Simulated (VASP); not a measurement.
# SnO2 (P-1) in VASP: a series of runs

SnO2 is run at these levels: PBE+D3(BJ); tasks: single point.

Program: VASP 6.6.1. These are calculated values, not measurements. Logs are shortened: lines on timing, memory, paths and dates and some standing lists are left out, and cuts for length are marked.

## (1) The cell of the first run

The typed cell holds 6 atoms: a = 3.237 Å, b = 4.681 Å, c = 5.607 Å, α = 113.53°, β = 90.00°, γ = 90.00°.

## (2) Single point, PBE+D3(BJ) (mode 4 frozen in at -0.088 Å and mode 5 at -0.136 Å (largest displacements))

INCAR

```
PREC = Accurate ; ENCUT = 520
EDIFF = 1E-7 ; ISMEAR = 0
SIGMA = 0.05 ; LREAL = False
LASPH = True ; NELM = 60
ALGO = Normal ; ISIF = 2
LWAVE = False ; LCHARG = False
GGA = PE ; IVDW = 12
NBANDS = 35
```

KPOINTS

```
regular mesh
0
Gamma
  8 6 6
```

POSCAR

```
SnO2
1.0
    1.6186264610     -2.8035432689      0.0000000000
    1.6186264610      0.9345144230      4.2918257460
   -4.8558793830     -2.8035432689      0.0000000000
Sn O
2 4
Direct
    0.5420109282      0.4795089099     -0.0062714891
   -0.0420109282      0.5204910901      0.5062714891
    0.4800750937      0.7384223820      0.7541200272
    1.0199249063      0.7231777338      0.2330800114
    0.4800750937      0.2768222662      0.2669199886
    1.0199249063      0.2615776180      0.7458799728
```

Potentials or basis: VASP PAW PBE potentials, release 64 (Sn_d, O).

Run with:

```bash
$ cat potpaw_PBE.64/Sn_d/POTCAR potpaw_PBE.64/O/POTCAR > POTCAR
$ mpirun -np 1 vasp_std > vasp.out
```

OUTCAR:

```text
PREC = Accurate
   ENCUT = 520
   EDIFF = 1E-7
   ISMEAR = 0
   LREAL = False
   LASPH = True
   NELM = 60
   ISIF = 2
   GGA = PE
   IVDW = 12
 IVDW          = 12

 ion  position               nearest neighbor table
   1  0.542  0.480  0.994-   6 2.06   4 2.07   5 2.11   3 2.15   6 2.17   4 2.18   2 3.11   2 3.12
                             2 3.38   2 3.39
   2  0.958  0.520  0.506-   3 2.06   5 2.07   4 2.11   6 2.15   3 2.17   5 2.18   1 3.11   1 3.12
                             1 3.38   1 3.39
   3  0.480  0.738  0.754-   2 2.06   1 2.15   2 2.17
   4  0.020  0.723  0.233-   1 2.07   2 2.11   1 2.18
   5  0.480  0.277  0.267-   2 2.07   1 2.11   2 2.18
   6  0.020  0.262  0.746-   1 2.06   2 2.15   1 2.17

  LATTYP: Found a simple monoclinic cell.
 ALAT       =     4.6811363002
 B/A-ratio  =     0.6915528014
 C/A-ratio  =     1.1978045881
 COS(beta)  =    -0.3992681960

  Lattice vectors:

 A1 = (   1.6186264610,   0.9345144230,   4.2918257460)
 A2 = (  -1.6186264610,   2.8035432689,   0.0000000000)
 A3 = (  -4.8558793830,  -2.8035432689,   0.0000000000)

Analysis of symmetry for initial positions (statically):
=====================================================================
 Subroutine PRICEL returns:
 Original cell was already a primitive cell.

 Routine SETGRP: Setting up the symmetry group for a
 simple monoclinic supercell.

 Subroutine GETGRP returns: Found  2 space group operations
 (whereof  1 operations were pure point group operations)
 out of a pool of  4 trial point group operations.

The static configuration has the point symmetry C_1 .
 The point group associated with its full space group is S_2 .

Analysis of symmetry for dynamics (positions and initial velocities):
=====================================================================
 Subroutine PRICEL returns:
 Original cell was already a primitive cell.

 Routine SETGRP: Setting up the symmetry group for a
 simple monoclinic supercell.

 Subroutine GETGRP returns: Found  2 space group operations
 (whereof  1 operations were pure point group operations)
 out of a pool of  4 trial point group operations.

The dynamic configuration has the point symmetry C_1 .
 The point group associated with its full space group is S_2 .

 Subroutine INISYM returns: Found  2 space group operations
 (whereof  1 operations are pure point group operations),
 and found     1 'primitive' translations

----------------------------------------------------------------------------------------

                                     Primitive cell

  volume of cell :      77.9033

  direct lattice vectors                    reciprocal lattice vectors
     1.618626461 -2.803543269  0.000000000     0.154451942 -0.267518611  0.000000000
     1.618626461  0.934514423  4.291825746     0.000000000  0.000000000  0.233001072
    -4.855879383 -2.803543269  0.000000000    -0.154451942 -0.089172870  0.077667024

  length of vectors
     3.237252922  4.681136300  5.607086538     0.308903884  0.233001072  0.194523443

  position of ions in fractional coordinates (direct lattice)
     0.542010928  0.479508910  0.993728511
     0.957989072  0.520491090  0.506271489
     0.480075094  0.738422382  0.754120027
     0.019924906  0.723177734  0.233080011
     0.480075094  0.276822266  0.266919989
     0.019924906  0.261577618  0.745879973

  ion indices of the primitive-cell ions
   primitive index   ion index
                 1           1
                 2           2
                 3           3
                 4           4
                 5           5
                 6           6

----------------------------------------------------------------------------------------

 KPOINTS: regular mesh

Automatic generation of k-mesh.
 Grid dimensions read from file:
 generate k-points for:    8    6    6

 Generating k-lattice:

  Cartesian coordinates                     Fractional coordinates (reciprocal lattice)
     0.019306493 -0.033439826  0.000000000     0.125000000  0.000000000 -0.000000000
     0.000000000  0.000000000  0.038833512     0.000000000  0.166666667  0.000000000
    -0.025741990 -0.014862145  0.012944504     0.000000000 -0.000000000  0.166666667

  Length of vectors
     0.038612985  0.038833512  0.032420574

  Shift w.r.t. Gamma in fractional coordinates (k-lattice)
     0.000000000  0.000000000  0.000000000

 Subroutine IBZKPT returns following result:
 ===========================================

 Found    148 irreducible k-points:

 Following reciprocal coordinates:
            Coordinates               Weight
  0.000000  0.000000  0.000000      1.000000
  0.125000 -0.000000  0.000000      2.000000
  0.250000 -0.000000  0.000000      2.000000
  0.375000 -0.000000  0.000000      2.000000
  0.500000 -0.000000  0.000000      1.000000
  0.000000  0.166667  0.000000      2.000000
[... 16 lines left out ...]
  0.125000  0.500000  0.000000      2.000000
  0.250000  0.500000  0.000000      2.000000
 [... further k-points ...]
   k-points           NKPTS =    148   k-points in BZ     NKDIM =    148   number of bands    NBANDS=     35
   number of dos      NEDOS =    301   number of ions     NIONS =      6
   total plane-waves  NPLWV =  36288
   dimension x,y,z NGX =    24 NGY =   36 NGZ =   42
   dimension x,y,z NGXF=    48 NGYF=   72 NGZF=   84
   ions per type =               2   4
   NGX,Y,Z   is equivalent  to a cutoff of  12.32, 12.79, 12.45 a.u.
   NGXF,Y,Z  is equivalent  to a cutoff of  24.65, 25.57, 24.91 a.u.
 SYSTEM =  unknown system
   PREC   = accura    normal or accurate (medium, high low for compatibility)
   ISTART =      0    job   : 0-new  1-cont  2-samecut
   ICHARG =      2    charge: 1-file 2-atom 10-const
   ISPIN  =      1    spin polarized calculation?
   LNONCOLLINEAR =      F non collinear calculations
   LSORBIT =      F    spin-orbit coupling
   LASPH  =      T    aspherical Exc in radial PAW
   ENCUT  =  520.0 eV  38.22 Ry    6.18 a.u.   6.02  8.70 10.43*2*pi/ulx,y,z
   NELM   =     60;   NELMIN=  2; NELMDL= -5     # of ELM steps
   EDIFF  = 0.1E-06   stopping-criterion for ELM
   LREAL  =      F    real-space projection
   EDIFFG = 0.1E-05   stopping-criterion for IOM
   NSW    =      0    number of steps for IOM
   IBRION =     -1    ionic relax: 0-MD 1-quasi-New 2-CG
   NFREE  =      0    steps in history (QN), initial steepest desc. (CG)
   ISIF   =      2    stress and relaxation
   ISYM   =      2    0-nonsym 1-usesym 2-fastsym
   POTIM  = 0.5000    time-step for ionic-motion
   TEBEG  =    0.0;   TEEND  =   0.0 temperature during run
   PSTRESS=    0.0 pullay stress
   NELECT =      52.0000    total number of electrons
   NUPDOWN=      -1.0000    fix difference up-down
   EMIN   =  10.00;   EMAX   =-10.00  energy-range for DOS
   EFERMI =   0.00;   METHOD = LEGACY
   ISMEAR =     0;   SIGMA  =   0.05  broadening in eV -4-tet -1-fermi 0-gaus
   EFERMI_NEDOS =   21; number of points for ismear=-14 and -15
   IALGO  =     38    algorithm
   IMIX   =      4    mixing-type and parameters
     AMIX     =   0.40;   BMIX     =  1.00
     AMIX_MAG =   1.60;   BMIX_MAG =  1.00
  volume/ion in A,a.u.               =      12.98        87.62
  Fermi-wavevector in a.u.,A,eV,Ry     =   1.430729  2.703685 27.850916  2.046985
  Thomas-Fermi vector in A             =   2.550542
   LORBIT       =      0    0 simple, 1 ext, 2 COOP (PROOUT), +10 PAW based schemes
   GGA     = PE    functional components
   LHFCALC =     F    Hartree Fock is set to
   AEXX    =    0.0000 exact exchange contribution
   IVDW    =    12    specifies the selected vdW correction
   LEPSILON=     F    determine dielectric tensor
   LRPA    =     F    only Hartree local field effects (RPA)
 non-spin polarized calculation
 Gauss-broadening in eV      SIGMA  =   0.05
  energy-cutoff  :      520.00
  volume of cell :       77.90
 maximum number of plane-waves:      2118
   NGX = 13   NGY = 17   NGZ = 21

 number of electron      52.0000007 magnetization

 Free energy of the ion-electron system (eV)
  ---------------------------------------------------
  ext. energy  EPLUGINS =         0.00000000
  ---------------------------------------------------
  free energy    TOTEN  =       -36.08987895 eV

  energy without entropy =      -36.08987895  energy(sigma->0) =      -36.08987895

 E-fermi :   5.2222     XC(G=0): -10.7381

 val. band max:        4.9437319477   @ k =   0.0000   0.0000   0.0000
 cond. band min:       6.3295415360   @ k =   0.0000   0.0000   0.0000
 fundamental gap:      1.3858095884
 Fermi energy:         5.2221766837

 k-point     1 :       0.0000    0.0000    0.0000
  band No.  band energies     occupation
      1     -15.9289      2.00000
      2     -15.4013      2.00000
      3     -15.1787      2.00000
      4     -15.1698      2.00000
      5     -15.1230      2.00000
      6     -15.0951      2.00000
[... 27 lines left out ...]
     34      16.5301      0.00000
     35      17.4006      0.00000

 k-point     2 :       0.1250   -0.0000    0.0000
  band No.  band energies     occupation
      1     -15.8695      2.00000
      2     -15.3576      2.00000
      3     -15.2695      2.00000
      4     -15.2117      2.00000
      5     -15.1495      2.00000
      6     -15.1008      2.00000
[... 27 lines left out ...]
     34      16.3044      0.00000
     35      16.6824      0.00000

 k-point     3 :       0.2500   -0.0000    0.0000
  band No.  band energies     occupation
      1     -15.7163      2.00000
      2     -15.4931      2.00000
      3     -15.4591      2.00000
      4     -15.2879      2.00000
      5     -15.0840      2.00000
      6     -15.0424      2.00000
[... 27 lines left out ...]
     34      16.2095      0.00000
     35      16.6980      0.00000
[... 723 lines left out ...]
 k-point    23 :       0.1250    0.5000    0.0000
  band No.  band energies     occupation
      1     -15.8733      2.00000
      2     -15.3650      2.00000
      3     -15.2737      2.00000
      4     -15.2123      2.00000
      5     -15.1482      2.00000
      6     -15.1025      2.00000
[... 27 lines left out ...]
     34      16.6064      0.00000
     35      18.1307      0.00000

 k-point    24 :       0.2500    0.5000    0.0000
  band No.  band energies     occupation
      1     -15.7167      2.00000
      2     -15.5020      2.00000
      3     -15.4597      2.00000
      4     -15.2963      2.00000
      5     -15.0817      2.00000
      6     -15.0423      2.00000
[... 27 lines left out ...]
     34      16.6644      0.00000
     35      17.3822      0.00000

 [... further k-points ...]

------------------------ aborting loop because EDIFF is reached ----------------------------------------

 Edisp (eV)   -1.20649

 E8    (eV) :    -0.4798

  FORCE on cell =-STRESS in cart. coord.  units (eV):
  Direction    XX          YY          ZZ          XY          YZ          ZX
  --------------------------------------------------------------------------------------
  -------------------------------------------------------------------------------------
  Total       0.75674     0.39507     0.20629     0.13358    -0.25898    -0.36380
  in kB      15.56322     8.12507     4.24266     2.74730    -5.32621    -7.48195
  external pressure =        9.31 kB  Pullay stress =        0.00 kB

 VOLUME and BASIS-vectors are now :
 -----------------------------------------------------------------------------
  energy-cutoff  :      520.00
  volume of cell :       77.90
      direct lattice vectors                 reciprocal lattice vectors
     1.618626461 -2.803543269  0.000000000     0.154451942 -0.267518611  0.000000000
     1.618626461  0.934514423  4.291825746     0.000000000  0.000000000  0.233001072
    -4.855879383 -2.803543269  0.000000000    -0.154451942 -0.089172870  0.077667024

 POSITION                                       TOTAL-FORCE (eV/Angst)
 -----------------------------------------------------------------------------------
     -3.17197     -3.85740      2.05797        -0.805132      1.341542      0.166062
     -0.06529     -3.61871      2.23386         0.805132     -1.341542     -0.166062
     -1.68962     -2.77005      3.16918        -0.054424     -0.086470      0.095441
      0.07100     -0.03349      3.10375        -0.152689      0.034704      0.115127
     -0.07100     -1.83554      1.18807         0.152689     -0.034704     -0.115127
     -3.16626     -1.90252      1.12265         0.054424      0.086470     -0.095441
 -----------------------------------------------------------------------------------
    total drift:                                0.000000      0.000000      0.000000

  FREE ENERGIE OF THE ION-ELECTRON SYSTEM (eV)
  ---------------------------------------------------
  free  energy   TOTEN  =       -37.2963654916 eV

  energy  without entropy=      -37.2963654916  energy(sigma->0) =      -37.29636549
```

Wall time 8.3 min (1 thread of Oxide Virtual Turin-like, shared host); peak memory 0.39 GiB.

What came out:

* Free energy: -37.2964 eV
* Pressure: 0.9 GPa
* Largest force: 1.573 eV/Å
* Band gap on the k mesh: 1.39 eV, direct
* Dispersion energy per atom: -0.201 eV

Forces in eV/Å, atoms in the order of the input:
```
Sn  -0.805  1.342  0.166
Sn   0.805 -1.342 -0.166
O   -0.054 -0.086  0.095
O   -0.153  0.035  0.115
O    0.153 -0.035 -0.115
O    0.054  0.086 -0.095
```

Levels at points of the mesh, in eV from the valence-band top:
| k point | band 22 | band 23 | band 24 | band 25 | band 26 | band 27 | band 28 | band 29 | band 30 | band 31 |
| --- | --- | --- | --- | --- | --- | --- | --- | --- | --- | --- |
| (0.00, 0.00, 0.00) | -1.32 | -1.14 | -0.66 | -0.13 | 0.00 | 1.39 | 4.61 | 5.42 | 6.62 | 10.12 |
| (0.50, 0.00, 0.00) | -2.47 | -1.47 | -1.11 | -0.28 | -0.16 | 5.20 | 5.53 | 8.52 | 8.77 | 9.06 |
| (0.00, 0.50, 0.00) | -1.71 | -1.18 | -1.14 | -1.08 | -0.93 | 3.33 | 5.06 | 5.72 | 7.71 | 9.65 |
| (0.50, 0.50, 0.00) | -2.17 | -0.70 | -0.57 | -0.50 | -0.35 | 5.30 | 5.48 | 8.32 | 8.38 | 9.28 |
| (0.00, 0.00, 0.50) | -1.75 | -0.94 | -0.79 | -0.18 | -0.01 | 3.79 | 3.99 | 6.47 | 6.68 | 8.92 |
| (0.50, 0.00, 0.50) | -1.97 | -1.15 | -1.07 | -1.00 | -0.98 | 5.11 | 5.12 | 7.68 | 7.76 | 9.72 |
| (0.00, 0.50, 0.50) | -1.82 | -1.05 | -0.90 | -0.62 | -0.60 | 4.24 | 4.39 | 7.24 | 7.28 | 8.90 |
| (0.50, 0.50, 0.50) | -1.17 | -0.64 | -0.64 | -0.13 | -0.11 | 4.59 | 4.67 | 6.54 | 6.60 | 10.44 |

Caveat: the cell differs from its parent crystal (mode 4 frozen in at -0.088 Å and mode 5 at -0.136 Å (largest displacements)); spin-orbit coupling is left out, which moves the levels of the heavy elements; forces of over 1 eV/Å act on the atoms, so gaps and moduli don't describe the material at rest.

## (3) Single point, PBE+D3(BJ) (mode 4 frozen in at -0.088 Å and mode 5 at -0.109 Å (largest displacements))

INCAR

```
ALGO = Normal
EDIFF = 1E-7
ENCUT = 520
GGA = PE
ISIF = 2
ISMEAR = 0
IVDW = 12
LASPH = True
LCHARG = False
LREAL = False
LWAVE = False
NBANDS = 35
NELM = 80
PREC = Accurate
SIGMA = 0.05
```

KPOINTS

```
k-points
0
Gamma
  8 6 6
```

POSCAR

```
SnO2
1.0
    1.6186264610     -2.8035432689      0.0000000000
    1.6186264610      0.9345144230      4.2918257460
   -4.8558793830     -2.8035432689      0.0000000000
Sn O
2 4
Direct
    0.5336087425      0.4795089099     -0.0062714891
   -0.0336087425      0.5204910901      0.5062714891
    0.4840600750      0.7384223820      0.7541200272
    1.0159399250      0.7231777338      0.2330800114
    0.4840600750      0.2768222662      0.2669199886
    1.0159399250      0.2615776180      0.7458799728
```

Potentials or basis: VASP PAW PBE potentials, release 64 (Sn_d, O).

Run with:

```bash
$ cat potpaw_PBE.64/Sn_d/POTCAR potpaw_PBE.64/O/POTCAR > POTCAR
$ mpirun -np 1 vasp_std > vasp.out
```

Run time: 8.3 min. Hardware: 1 thread of Oxide Virtual Turin-like, shared host; peak memory 0.38 GiB.

It converged, with:

| Quantity | Value |
| --- | --- |
| Free energy | -37.3766 eV |
| Pressure | 0.7 GPa |
| Largest force | 1.263 eV/Å |
| Band gap on the k mesh | 1.42 eV, direct |
| Dispersion energy per atom | -0.201 eV |

Forces on the atoms (eV/Å):
```
Sn  -0.641  1.074  0.172
Sn   0.641 -1.074 -0.172
O   -0.025 -0.061  0.072
O   -0.108  0.037  0.090
O    0.108 -0.037 -0.090
O    0.025  0.061 -0.072
```

Stress tensor (GPa, compression positive):
```
 1.24  0.14 -0.49
 0.14  0.73 -0.37
-0.49 -0.37  0.18
```

Levels at points of the mesh, in eV from the valence-band top:
| k point | band 23 | band 24 | band 25 | band 26 | band 27 | band 28 | band 29 | band 30 |
| --- | --- | --- | --- | --- | --- | --- | --- | --- |
| (0.00, 0.00, 0.00) | -1.13 | -0.64 | -0.12 | 0.00 | 1.42 | 4.63 | 5.44 | 6.66 |
| (0.50, 0.00, 0.00) | -1.42 | -1.13 | -0.25 | -0.16 | 5.27 | 5.53 | 8.56 | 8.76 |
| (0.00, 0.50, 0.00) | -1.15 | -1.12 | -1.07 | -0.94 | 3.37 | 5.09 | 5.76 | 7.75 |
| (0.50, 0.50, 0.00) | -0.67 | -0.57 | -0.46 | -0.34 | 5.35 | 5.50 | 8.39 | 8.46 |
| (0.00, 0.00, 0.50) | -0.91 | -0.76 | -0.18 | -0.02 | 3.84 | 4.03 | 6.49 | 6.70 |
| (0.50, 0.00, 0.50) | -1.13 | -1.06 | -0.99 | -0.98 | 5.15 | 5.16 | 7.72 | 7.78 |
| (0.00, 0.50, 0.50) | -1.03 | -0.87 | -0.62 | -0.59 | 4.28 | 4.43 | 7.27 | 7.31 |
| (0.50, 0.50, 0.50) | -0.62 | -0.62 | -0.11 | -0.10 | 4.64 | 4.70 | 6.58 | 6.63 |

Caveat: the cell differs from its parent crystal (mode 4 frozen in at -0.088 Å and mode 5 at -0.109 Å (largest displacements)); spin-orbit coupling is left out, which moves the levels of the heavy elements; forces of over 1 eV/Å act on the atoms, so gaps and moduli don't describe the material at rest.

(Part 1 of 2 ends here.)
